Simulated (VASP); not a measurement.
Wanted: the native input for a VASP 6.6.1 run.

```yaml
Task: single point
Functional: PBE
Potentials_or_basis: VASP PAW PBE potentials, release 64 (Rb_sv)
Cutoff: 520 eV
k_mesh: 10 × 10 × 10
Occupations: gaussian, width 0.1 eV
Spin: no spin polarisation
Dipole_correction: no
Further_INCAR_settings: ALGO = Fast; EDIFF = 1e-06; NBANDS = 16
```

The structure of Rb lies in POSCAR:

```
Rb
1.0
    5.4437386343      0.0000000000      0.0000000000
    0.0000000000      5.4437386343      0.0000000000
    0.0000000000      0.0000000000      6.1596047941
Rb
2
Direct
    0.0000000000      0.0000000000      0.0000000000
    0.5000000000      0.5000000000      0.5000000000
```

This cell differs from its parent crystal: biaxial strain in the a-b plane: -4.0 %, then relaxed in part.

These files were run (other wordings do the same):

INCAR

```
SYSTEM = Rb
  ALGO = Fast
  EDIFF = 1E-6
  ENCUT = 520
  GGA = PE
  ISIF = 2
  ISMEAR = 0
  LASPH = .TRUE.
  LCHARG = .FALSE.
  LREAL = .FALSE.
  LWAVE = .FALSE.
  NBANDS = 16
  NELM = 80
  PREC = Accurate
  SIGMA = 0.1
```

KPOINTS

```
k-points
0
G
  10 10 10
  0 0 0
```

Potentials or basis: VASP PAW PBE potentials, release 64 (Rb_sv).

Run with:

```console
$ cat potpaw_PBE.64/Rb_sv/POTCAR > POTCAR
$ mpirun -np 1 vasp_std > vasp.out
```

Results of the run:

```json
{
 "Pressure": "0.0 GPa",
 "Band gap on the k mesh": "zero (bands 9 and 10 overlap by 2.03 eV)"
}
```

Caveat: the cell differs from its parent crystal (biaxial strain in the a-b plane: -4.0 %, then relaxed in part).

It took 5.7 min on 1 thread of Intel Xeon 8259CL, on a shared host, peak memory 0.44 GiB.
